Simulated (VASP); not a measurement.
# SnO (R-3m) in VASP: single point with r2SCAN

Aim: the single point of SnO with r2SCAN.

Everything below comes from runs of VASP 6.6.1. Logs are shortened: lines on timing, memory, paths and dates and some standing lists are left out, and cuts for length are marked.

### Step 1. The cell of the first run

The structure is trigonal, space group R-3m (No. 166). Conventional cell: a = 4.495 Å, b = 4.495 Å, c = 5.103 Å, α = 90.00°, β = 90.00°, γ = 120.00°. Within 3.4 Å of Sn (site symmetry -3m) lie 8 O at 2.55 to 2.73 Å and 6 Sn at 3.10 Å. O (site symmetry -3m) has 8 Sn at 2.55 to 2.73 Å and 6 O at 3.10 Å within 3.4 Å.

### Step 2. Single point, r2SCAN (epitaxial 111 strain +2.4%)

The input, POSCAR:

```
SnO
1.0
    3.1009230011     -0.0772758843     -0.0772758843
   -0.0772758843      3.1009230011     -0.0772758843
   -0.0772758843     -0.0772758843      3.1009230011
Sn O
1 1
Direct
    0.0000000000      0.0000000000      0.0000000000
    0.5000000000      0.5000000000      0.5000000000
```

The input, INCAR.step1:

```
SYSTEM = SnO
PREC = Accurate
ENCUT = 520
ISMEAR = -1
SIGMA = 0.02
LREAL = .False.
LASPH = .True.
NELM = 100
NBANDS = 17
GGA = PE
ALGO = Normal
EDIFF = 1E-4
LWAVE = .True.
LCHARG = .False.
```

The input, INCAR.step2:

```
SYSTEM = SnO
PREC = Accurate
ENCUT = 520
EDIFF = 1E-6
ISMEAR = -1
SIGMA = 0.02
LREAL = .False.
LASPH = .True.
NELM = 100
ALGO = Normal
ISIF = 2
LWAVE = .False.
LCHARG = .True.
METAGGA = R2SCAN
LMIXTAU = .True.
LELF = .True.
LVHAR = .True.
NBANDS = 17
ISTART = 1
```

The input, KPOINTS:

```
regular mesh
0
Gamma
  8 8 8
  0 0 0
```

Potentials or basis: VASP PAW PBE potentials, release 64 (Sn_d, O).

Run with:

```
cat potpaw_PBE.64/Sn_d/POTCAR potpaw_PBE.64/O/POTCAR > POTCAR
cp INCAR.step1 INCAR
mpirun -np 1 vasp_std > vasp.out
cp INCAR.step2 INCAR
mpirun -np 1 vasp_std > vasp.out
```

OUTCAR:

```text
SYSTEM = SnO
   PREC = Accurate
   ENCUT = 520
   EDIFF = 1E-6
   ISMEAR = -1
   LREAL = .False.
   LASPH = .True.
   NELM = 100
   ISIF = 2
   METAGGA = R2SCAN
   ISTART = 1

 ion  position               nearest neighbor table
   1  0.000  0.000  0.000-   2 2.55   2 2.55   2 2.73   2 2.73   2 2.73   2 2.73   2 2.73   2 2.73

   2  0.500  0.500  0.500-   1 2.55   1 2.55   1 2.73   1 2.73   1 2.73   1 2.73   1 2.73   1 2.73

  LATTYP: Found a trigonal (rhomboedric) cell.
 ALAT       =     3.1028481406
 COS(alpha) =    -0.0491584921

  Lattice vectors:

 A1 = (   3.1009230011,  -0.0772758843,  -0.0772758843)
 A2 = (  -0.0772758843,   3.1009230011,  -0.0772758843)
 A3 = (  -0.0772758843,  -0.0772758843,   3.1009230011)

Analysis of symmetry for initial positions (statically):
=====================================================================
 Subroutine PRICEL returns:
 Original cell was already a primitive cell.

 Routine SETGRP: Setting up the symmetry group for a
 trigonal (rhombohedral) supercell.

 Subroutine GETGRP returns: Found 12 space group operations
 (whereof 12 operations were pure point group operations)
 out of a pool of 12 trial point group operations.

The static configuration has the point symmetry D_3d.

Analysis of symmetry for dynamics (positions and initial velocities):
=====================================================================
 Subroutine PRICEL returns:
 Original cell was already a primitive cell.

 Routine SETGRP: Setting up the symmetry group for a
 trigonal (rhombohedral) supercell.

 Subroutine GETGRP returns: Found 12 space group operations
 (whereof 12 operations were pure point group operations)
 out of a pool of 12 trial point group operations.

The dynamic configuration has the point symmetry D_3d.

 Subroutine INISYM returns: Found 12 space group operations
 (whereof 12 operations are pure point group operations),
 and found     1 'primitive' translations

----------------------------------------------------------------------------------------

                                     Primitive cell

  volume of cell :      29.7611

  direct lattice vectors                    reciprocal lattice vectors
     3.100923001 -0.077275884 -0.077275884     0.322895928  0.008252308  0.008252308
    -0.077275884  3.100923001 -0.077275884     0.008252308  0.322895928  0.008252308
    -0.077275884 -0.077275884  3.100923001     0.008252308  0.008252308  0.322895928

  length of vectors
     3.102848141  3.102848141  3.102848141     0.323106764  0.323106764  0.323106764

  position of ions in fractional coordinates (direct lattice)
     0.000000000  0.000000000  0.000000000
     0.500000000  0.500000000  0.500000000

  ion indices of the primitive-cell ions
   primitive index   ion index
                 1           1
                 2           2

----------------------------------------------------------------------------------------

 KPOINTS: regular mesh

Automatic generation of k-mesh.
 Grid dimensions read from file:
 generate k-points for:    8    8    8

 Generating k-lattice:

  Cartesian coordinates                     Fractional coordinates (reciprocal lattice)
     0.040361991  0.001031539  0.001031539     0.125000000  0.000000000  0.000000000
     0.001031539  0.040361991  0.001031539     0.000000000  0.125000000  0.000000000
     0.001031539  0.001031539  0.040361991     0.000000000  0.000000000  0.125000000

  Length of vectors
     0.040388346  0.040388346  0.040388346

  Shift w.r.t. Gamma in fractional coordinates (k-lattice)
     0.000000000  0.000000000  0.000000000

 Subroutine IBZKPT returns following result:
 ===========================================

 Found     65 irreducible k-points:

 Following reciprocal coordinates:
            Coordinates               Weight
  0.000000  0.000000  0.000000      1.000000
  0.125000 -0.000000 -0.000000      6.000000
  0.250000 -0.000000 -0.000000      6.000000
  0.375000  0.000000  0.000000      6.000000
  0.500000 -0.000000 -0.000000      3.000000
  0.125000  0.125000  0.000000      6.000000
[... 16 lines left out ...]
  0.250000  0.125000  0.125000      6.000000
  0.375000  0.125000  0.125000      6.000000
 [... further k-points ...]
   k-points           NKPTS =     65   k-points in BZ     NKDIM =     65   number of bands    NBANDS=     17
   number of dos      NEDOS =    301   number of ions     NIONS =      2
   total plane-waves  NPLWV =  13824
   dimension x,y,z NGX =    24 NGY =   24 NGZ =   24
   dimension x,y,z NGXF=    48 NGYF=   48 NGZF=   48
   ions per type =               1   1
   NGX,Y,Z   is equivalent  to a cutoff of  12.86, 12.86, 12.86 a.u.
   NGXF,Y,Z  is equivalent  to a cutoff of  25.72, 25.72, 25.72 a.u.
 SYSTEM =  SnO
   PREC   = accura    normal or accurate (medium, high low for compatibility)
   ISTART =      1    job   : 0-new  1-cont  2-samecut
   ICHARG =      0    charge: 1-file 2-atom 10-const
   ISPIN  =      1    spin polarized calculation?
   LNONCOLLINEAR =      F non collinear calculations
   LSORBIT =      F    spin-orbit coupling
   LASPH  =      T    aspherical Exc in radial PAW
   ENCUT  =  520.0 eV  38.22 Ry    6.18 a.u.   5.77  5.77  5.77*2*pi/ulx,y,z
   NELM   =    100;   NELMIN=  2; NELMDL=  0     # of ELM steps
   EDIFF  = 0.1E-05   stopping-criterion for ELM
   LREAL  =      F    real-space projection
   EDIFFG = 0.1E-04   stopping-criterion for IOM
   NSW    =      0    number of steps for IOM
   IBRION =     -1    ionic relax: 0-MD 1-quasi-New 2-CG
   NFREE  =      0    steps in history (QN), initial steepest desc. (CG)
   ISIF   =      2    stress and relaxation
   ISYM   =      2    0-nonsym 1-usesym 2-fastsym
   POTIM  = 0.5000    time-step for ionic-motion
   TEBEG  =    0.0;   TEEND  =   0.0 temperature during run
   PSTRESS=    0.0 pullay stress
   NELECT =      20.0000    total number of electrons
   NUPDOWN=      -1.0000    fix difference up-down
   EMIN   =  10.00;   EMAX   =-10.00  energy-range for DOS
   EFERMI =   0.00;   METHOD = LEGACY
   ISMEAR =    -1;   SIGMA  =   0.02  broadening in eV -4-tet -1-fermi 0-gaus
   EFERMI_NEDOS =   21; number of points for ismear=-14 and -15
   IALGO  =     38    algorithm
   IMIX   =      4    mixing-type and parameters
     AMIX     =   0.40;   BMIX     =  1.00
     AMIX_MAG =   1.60;   BMIX_MAG =  1.00
  volume/ion in A,a.u.               =      14.88       100.42
  Fermi-wavevector in a.u.,A,eV,Ry     =   1.433953  2.709779 27.976594  2.056222
  Thomas-Fermi vector in A             =   2.553415
   LORBIT       =      0    0 simple, 1 ext, 2 COOP (PROOUT), +10 PAW based schemes
   METAGGA = R2SCAN    functional components
   LHFCALC =     F    Hartree Fock is set to
   AEXX    =    0.0000 exact exchange contribution
   IVDW    =     0    specifies the selected vdW correction
   LEPSILON=     F    determine dielectric tensor
   LRPA    =     F    only Hartree local field effects (RPA)
 non-spin polarized calculation
  energy-cutoff  :      520.00
  volume of cell :       29.76
 maximum number of plane-waves:       814
   NGX = 11   NGY = 11   NGZ = 11

 number of electron      20.0000003 magnetization

 Free energy of the ion-electron system (eV)
  ---------------------------------------------------
  ext. energy  EPLUGINS =         0.00000000
  ---------------------------------------------------
  free energy    TOTEN  =       -31.59311207 eV

  energy without entropy =      -31.59268371  energy(sigma->0) =      -31.59289789

 E-fermi :   8.5235     XC(G=0): -12.1420

 val. band max:        8.4912603284   @ k =   0.5000   0.1250   0.0000
 cond. band min:       8.6966565895   @ k =   0.5000   0.1250   0.0000
 fundamental gap:      0.2053962612
 Fermi energy:         8.5235311994

 k-point     1 :       0.0000    0.0000    0.0000
  band No.  band energies     occupation
      1     -14.1378      2.00000
      2     -14.1378      2.00000
      3     -13.7559      2.00000
      4     -13.7559      2.00000
      5     -13.7347      2.00000
      6     -10.8733      2.00000
[... 9 lines left out ...]
     16      27.9114      0.00000
     17      28.2479      0.00000

 k-point     2 :       0.1250   -0.0000   -0.0000
  band No.  band energies     occupation
      1     -14.1357      2.00000
      2     -14.0967      2.00000
      3     -13.7693      2.00000
      4     -13.7631      2.00000
      5     -13.7402      2.00000
      6     -10.7839      2.00000
[... 9 lines left out ...]
     16      26.4311      0.00000
     17      28.2127      0.00000

 k-point     3 :       0.2500   -0.0000   -0.0000
  band No.  band energies     occupation
      1     -14.1305      2.00000
      2     -13.9976      2.00000
      3     -13.8015      2.00000
      4     -13.7931      2.00000
      5     -13.7406      2.00000
      6     -10.5547      2.00000
[... 9 lines left out ...]
     16      24.2247      0.00000
     17      26.8613      0.00000

 k-point     4 :       0.3750    0.0000    0.0000
  band No.  band energies     occupation
      1     -14.1256      2.00000
      2     -13.8995      2.00000
      3     -13.8333      2.00000
      4     -13.8258      2.00000
      5     -13.7371      2.00000
      6     -10.3039      2.00000
[... 9 lines left out ...]
     16      24.5519      0.00000
     17      26.4806      0.00000

 k-point     5 :       0.5000   -0.0000   -0.0000
  band No.  band energies     occupation
      1     -14.1236      2.00000
      2     -13.8617      2.00000
      3     -13.8463      2.00000
      4     -13.8371      2.00000
      5     -13.7349      2.00000
      6     -10.1927      2.00000
[... 9 lines left out ...]
     16      26.2275      0.00000
     17      26.5187      0.00000

 k-point     6 :       0.1250    0.1250    0.0000
  band No.  band energies     occupation
      1     -14.1144      2.00000
      2     -14.0750      2.00000
      3     -13.7806      2.00000
      4     -13.7681      2.00000
      5     -13.7483      2.00000
      6     -10.6913      2.00000
[... 9 lines left out ...]
     16      26.0370      0.00000
     17      26.6477      0.00000

 k-point     7 :       0.2500    0.1250    0.0000
  band No.  band energies     occupation
      1     -14.1026      2.00000
      2     -13.9819      2.00000
      3     -13.8182      2.00000
      4     -13.7943      2.00000
      5     -13.7534      2.00000
      6     -10.4583      2.00000
[... 9 lines left out ...]
     16      24.1270      0.00000
     17      25.8393      0.00000

 k-point     8 :       0.3750    0.1250    0.0000
  band No.  band energies     occupation
      1     -14.0968      2.00000
      2     -13.8835      2.00000
      3     -13.8590      2.00000
      4     -13.8271      2.00000
      5     -13.7501      2.00000
      6     -10.2080      2.00000
[... 9 lines left out ...]
     16      24.9588      0.00000
     17      25.9000      0.00000
[... 203 lines left out ...]
      1     -14.0509      2.00000
      2     -13.9975      2.00000
      3     -13.8372      2.00000
      4     -13.8061      2.00000
      5     -13.7046      2.00000
      6      -9.6498      2.00000
[... 9 lines left out ...]
     16      24.7023      0.00000
     17      25.4524      0.00000

 k-point    20 :      -0.3750    0.3750    0.0000
  band No.  band energies     occupation
      1     -14.0281      2.00000
      2     -14.0037      2.00000
      3     -13.8313      2.00000
      4     -13.8025      2.00000
      5     -13.7408      2.00000
      6      -9.7541      2.00000
[... 9 lines left out ...]
     16      24.9728      0.00000
     17      25.8239      0.00000

 k-point    21 :       0.5000    0.5000    0.0000
  band No.  band energies     occupation
      1     -14.0814      2.00000
      2     -13.9885      2.00000
      3     -13.8410      2.00000
      4     -13.8118      2.00000
      5     -13.6685      2.00000
      6      -9.5536      2.00000
[... 9 lines left out ...]
     16      23.9891      0.00000
     17      25.6920      0.00000

 k-point    22 :       0.1250    0.1250    0.1250
  band No.  band energies     occupation
      1     -14.0734      2.00000
      2     -14.0734      2.00000
      3     -13.7803      2.00000
      4     -13.7803      2.00000
      5     -13.7638      2.00000
      6     -10.5895      2.00000
[... 9 lines left out ...]
     16      25.8094      0.00000
     17      25.8094      0.00000

 k-point    23 :       0.2500    0.1250    0.1250
  band No.  band energies     occupation
      1     -14.0690      2.00000
      2     -13.9725      2.00000
      3     -13.8184      2.00000
      4     -13.8132      2.00000
      5     -13.7705      2.00000
      6     -10.3489      2.00000
[... 9 lines left out ...]
     16      24.1510      0.00000
     17      25.0106      0.00000

 k-point    24 :       0.3750    0.1250    0.1250
  band No.  band energies     occupation
      1     -14.0644      2.00000
      2     -13.8725      2.00000
      3     -13.8689      2.00000
      4     -13.8472      2.00000
      5     -13.7645      2.00000
      6     -10.1001      2.00000
[... 9 lines left out ...]
     16      24.1568      0.00000
     17      26.4984      0.00000

 [... further k-points ...]
[... 5 lines left out ...]
  --------------------------------------------------------------------------------------
  -------------------------------------------------------------------------------------
  Total        0.1987277      0.1987277      0.1987277     -0.0762995     -0.0762995     -0.0762995
  in kB       10.6984150     10.6984150     10.6984150     -4.1075462     -4.1075462     -4.1075462
  external PRESSURE =      10.6984150 kB  Pullay stress =       0.0000000 kB

 VOLUME and BASIS-vectors are now :
 -----------------------------------------------------------------------------
  energy-cutoff  :      520.00
  volume of cell :       29.76
      direct lattice vectors                 reciprocal lattice vectors
     3.100923001 -0.077275884 -0.077275884     0.322895928  0.008252308  0.008252308
    -0.077275884  3.100923001 -0.077275884     0.008252308  0.322895928  0.008252308
    -0.077275884 -0.077275884  3.100923001     0.008252308  0.008252308  0.322895928

 POSITION                                       TOTAL-FORCE (eV/Angst)
 -----------------------------------------------------------------------------------
      0.00000      0.00000      0.00000        -0.000000      0.000000     -0.000000
      1.47319      1.47319      1.47319         0.000000     -0.000000      0.000000
 -----------------------------------------------------------------------------------
    total drift:                                0.000000      0.000000     -0.000000

  FREE ENERGIE OF THE ION-ELECTRON SYSTEM (eV)
  ---------------------------------------------------
  free  energy   TOTEN  =       -31.5931120656 eV

  energy  without entropy=      -31.5926837145  energy(sigma->0) =      -31.59289789
```

Wall time 66 s (1 thread of AMD EPYC 9R45 (Zen 5), shared host); peak memory 0.13 GiB.

What came out:

```yaml
Free_energy: -31.5931 eV
Pressure: 1.1 GPa
Band_gap_on_the_k_mesh: zero (band 10 reaches 8.49 eV, above the bottom of band 11 at 8.19 eV)
```

Caveat: the cell differs from its parent crystal (epitaxial 111 strain +2.4%); the PAW data sets were made with another functional, which shifts forces and pressure a little; spin-orbit coupling is left out, which moves the levels of the heavy elements.
